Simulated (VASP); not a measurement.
Write the native input for VASP 6.6.1 that does the following.

```yaml
Task: single point
Functional: PBE
Dispersion: D3(BJ)
Potentials_or_basis: VASP PAW PBE potentials, release 64 (Hg)
Cutoff: 520 eV
k_mesh: 16 × 16 × 16
Occupations: gaussian, width 0.1 eV
Spin: no spin polarisation
Dipole_correction: no
Further_INCAR_settings: ALGO = Normal; EDIFF = 1e-06; NBANDS = 12
```

The structure of Hg lies in POSCAR:

```
Hg
1.0
    0.0000000000      2.2695772548      2.2695772548
    2.2695772548      0.0000000000      2.2695772548
    2.2695772548      2.2695772548      0.0000000000
Hg
1
Direct
    0.0000000000      0.0000000000      0.0000000000
```

This cell differs from its parent crystal: volume scaled by 0.94.

One way to write it, as run:

INCAR

```
ALGO = Normal ; EDIFF = 1E-6
ENCUT = 520 ; GGA = PE
ISIF = 2 ; ISMEAR = 0
IVDW = 12 ; LASPH = T
LCHARG = F ; LREAL = F
LWAVE = F ; NBANDS = 12
NELM = 60 ; PREC = Accurate
SIGMA = 0.1
```

KPOINTS

```
k-points
0
Gamma
  16 16 16
```

Potentials or basis: VASP PAW PBE potentials, release 64 (Hg).

Command:

```console
$ cat potpaw_PBE.64/Hg/POTCAR > POTCAR
$ mpirun -np 1 vasp_std > vasp.out
```

It gave:

```json
{
  "Pressure": "2.0 GPa",
  "Band gap on the k mesh": "zero (band 6 reaches 3.25 eV, above the bottom of band 7 at 1.23 eV)",
  "Dispersion energy per atom": "-0.448 eV"
}
```

Caveat: spin-orbit coupling is left out, which moves the levels of the heavy elements; pairwise dispersion overbinds metals, which lowers pressure and volume.

Run time: 9.5 s on 1 thread of Intel(R) Xeon(R) 6975P-C (Granite Rapids), with other jobs on the host, peak memory 0.17 GiB.
